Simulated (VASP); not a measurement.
# TiO2 (P4_2/mnm) in VASP: further runs, part 2 of 2

VASP 6.6.1. Earlier steps stand in the parts before.

### Step 3. Single point, PBE

This run uses another cell than the first one, of 8.72 Å³/atom, 1.029 times its volume.

The input, INCAR:

```
SYSTEM = TiO2
ALGO = Normal ; EDIFF = 1E-7
ENCUT = 520 ; GGA = PE
ISIF = 2 ; ISMEAR = 0
LASPH = .True. ; LCHARG = .False.
LREAL = .False. ; LWAVE = .False.
NBANDS = 33 ; NELM = 100
PREC = Accurate ; SIGMA = 0.05
```

The input, KPOINTS:

```
k-points
0
Gamma
  6 6 10
  0 0 0
```

The input, POSCAR:

```
TiO2
1.0
    4.3184000000      0.0000000000      0.0000000000
    0.0000000000      4.3184000000      0.0000000000
    0.0000000000      0.0000000000      2.8058000000
Ti O
2 4
Direct
    0.0000000000      0.0000000000      0.0000000000
    0.5000000000      0.5000000000      0.5000000000
    0.3050970583      0.3050970583      0.0000000000
    0.1949029417      0.8050970583      0.5000000000
    0.6949029417      0.6949029417      0.0000000000
    0.8050970583      0.1949029417      0.5000000000
```

Potentials or basis: VASP PAW PBE potentials, release 64 (Ti_sv, O).

The run is started by

```sh
$ cat potpaw_PBE.64/Ti_sv/POTCAR potpaw_PBE.64/O/POTCAR > POTCAR
$ mpirun -np 1 vasp_std > vasp.out
```

OUTCAR:

```text
SYSTEM = TiO2
   EDIFF = 1E-7
   ENCUT = 520
   GGA = PE
   ISIF = 2
   ISMEAR = 0
   LASPH = .True.
   LREAL = .False.
   NELM = 100
   PREC = Accurate

 ion  position               nearest neighbor table
   1  0.000  0.000  0.000-   4 1.84   6 1.84   4 1.84   6 1.84   5 1.86   3 1.86
   2  0.500  0.500  0.500-   3 1.84   5 1.84   3 1.84   5 1.84   4 1.86   6 1.86
   3  0.305  0.305  0.000-   2 1.84   2 1.84   1 1.86
   4  0.195  0.805  0.500-   1 1.84   1 1.84   2 1.86
   5  0.695  0.695  0.000-   2 1.84   2 1.84   1 1.86
   6  0.805  0.195  0.500-   1 1.84   1 1.84   2 1.86

  LATTYP: Found a simple tetragonal cell.
 ALAT       =     4.3184000000
 C/A-ratio  =     0.6497313820

  Lattice vectors:

 A1 = (   4.3184000000,   0.0000000000,   0.0000000000)
 A2 = (   0.0000000000,   4.3184000000,   0.0000000000)
 A3 = (   0.0000000000,   0.0000000000,   2.8058000000)

Analysis of symmetry for initial positions (statically):
=====================================================================
 Subroutine PRICEL returns:
 Original cell was already a primitive cell.

 Routine SETGRP: Setting up the symmetry group for a
 simple tetragonal supercell.

 Subroutine GETGRP returns: Found 16 space group operations
 (whereof  8 operations were pure point group operations)
 out of a pool of 16 trial point group operations.

The static configuration has the point symmetry D_2h.
 The point group associated with its full space group is D_4h.

Analysis of symmetry for dynamics (positions and initial velocities):
=====================================================================
 Subroutine PRICEL returns:
 Original cell was already a primitive cell.

 Routine SETGRP: Setting up the symmetry group for a
 simple tetragonal supercell.

 Subroutine GETGRP returns: Found 16 space group operations
[... 125 lines left out ...]
   EMIN   =  10.00;   EMAX   =-10.00  energy-range for DOS
   EFERMI =   0.00;   METHOD = LEGACY
   ISMEAR =     0;   SIGMA  =   0.05  broadening in eV -4-tet -1-fermi 0-gaus
   EFERMI_NEDOS =   21; number of points for ismear=-14 and -15
   IALGO  =     38    algorithm
   IMIX   =      4    mixing-type and parameters
     AMIX     =   0.40;   BMIX     =  1.00
     AMIX_MAG =   1.60;   BMIX_MAG =  1.00
  volume/ion in A,a.u.               =       8.72        58.85
  Fermi-wavevector in a.u.,A,eV,Ry     =   1.590698  3.005984 34.427100  2.530320
  Thomas-Fermi vector in A             =   2.689353
   LORBIT       =      0    0 simple, 1 ext, 2 COOP (PROOUT), +10 PAW based schemes
   GGA     = PE    functional components
   LHFCALC =     F    Hartree Fock is set to
   AEXX    =    0.0000 exact exchange contribution
   IVDW    =     0    specifies the selected vdW correction
   LEPSILON=     F    determine dielectric tensor
   LRPA    =     F    only Hartree local field effects (RPA)
 non-spin polarized calculation
 Gauss-broadening in eV      SIGMA  =   0.05
  energy-cutoff  :      520.00
  volume of cell :       52.32
 maximum number of plane-waves:      1432
   NGX = 17   NGY = 17   NGZ = 11

 number of electron      48.0000032 magnetization

 Free energy of the ion-electron system (eV)
  ---------------------------------------------------
  ext. energy  EPLUGINS =         0.00000000
  ---------------------------------------------------
  free energy    TOTEN  =       -51.55160502 eV

  energy without entropy =      -51.55160502  energy(sigma->0) =      -51.55160502

 E-fermi :   7.1148     XC(G=0): -12.3858

 val. band max:        6.8323670523   @ k =   0.0000   0.0000   0.0000
 cond. band min:       9.1121419973   @ k =   0.5000   0.0000   0.5000
 fundamental gap:      2.2797749450
 Fermi energy:         7.1148305381

 k-point     1 :       0.0000    0.0000    0.0000
  band No.  band energies     occupation
      1     -49.4908      2.00000
      2     -49.4463      2.00000
      3     -26.0410      2.00000
      4     -26.0410      2.00000
      5     -25.6911      2.00000
      6     -25.6911      2.00000
[... 853 lines left out ...]
     32      13.6921      0.00000
     33      15.0268      0.00000

 [... further k-points ...]
[... 5 lines left out ...]
  --------------------------------------------------------------------------------------
  -------------------------------------------------------------------------------------
  Total       21.1788016     21.1788016     25.2302026     -0.0000000      0.0000000      0.0000000
  in kB      648.4993105    648.4993105    772.5540537     -0.0000000      0.0000000      0.0000000
  external PRESSURE =     689.8508916 kB  Pullay stress =       0.0000000 kB

 VOLUME and BASIS-vectors are now :
 -----------------------------------------------------------------------------
  energy-cutoff  :      520.00
  volume of cell :       52.32
      direct lattice vectors                 reciprocal lattice vectors
     4.318400000  0.000000000  0.000000000     0.231567247  0.000000000  0.000000000
     0.000000000  4.318400000  0.000000000     0.000000000  0.231567247  0.000000000
     0.000000000  0.000000000  2.805800000     0.000000000  0.000000000  0.356404590

 POSITION                                       TOTAL-FORCE (eV/Angst)
 -----------------------------------------------------------------------------------
      0.00000      0.00000      0.00000        -0.000000      0.000000      0.000000
      2.15920      2.15920      1.40290        -0.000000      0.000000      0.000000
      1.31753      1.31753      0.00000        -0.816762     -0.816762     -0.000000
      0.84167      3.47673      1.40290         0.816762     -0.816762     -0.000000
      3.00087      3.00087      0.00000         0.816762      0.816762      0.000000
      3.47673      0.84167      1.40290        -0.816762      0.816762      0.000000
 -----------------------------------------------------------------------------------
    total drift:                               -0.000000     -0.000000     -0.000000

  FREE ENERGIE OF THE ION-ELECTRON SYSTEM (eV)
  ---------------------------------------------------
  free  energy   TOTEN  =       -51.5516050152 eV

  energy  without entropy=      -51.5516050152  energy(sigma->0) =      -51.55160502
```

stdout:

```text
POSCAR found type information on POSCAR TiO
 POSCAR found :  2 types and       6 ions
 scaLAPACK will be used
 LDA part: xc-table for (Slater+PW92), standard interpolation
 POSCAR, INCAR and KPOINTS ok, starting setup
 FFT: planning ... GRIDC
 FFT: planning ... GRID_SOFT
 FFT: planning ... GRID
 WAVECAR not read
 entering main loop
```

It took 64 s on 1 thread of Intel Xeon Platinum 8259CL at 2.50GHz (Skylake/Cascade Lake), shared host; peak memory 0.22 GiB.

Results:

```
Free energy            : -51.5516 eV
Pressure               : 69.0 GPa
Largest force          : 1.155 eV/Å
Band gap on the k mesh : 2.28 eV, indirect (least direct gap 2.30 eV)
```

Forces in eV/Å, atoms in the order of the input:
```
Ti   0.000  0.000  0.000
Ti   0.000  0.000  0.000
O   -0.817 -0.817  0.000
O    0.817 -0.817  0.000
O    0.817  0.817  0.000
O   -0.817  0.817  0.000
```

Stress tensor (GPa, compression positive):
```
64.85  0.00  0.00
 0.00 64.85  0.00
 0.00  0.00 77.26
```

Caveat: forces of over 1 eV/Å act on the atoms, so gaps and moduli don't describe the material at rest. A k mesh can miss the band edges.
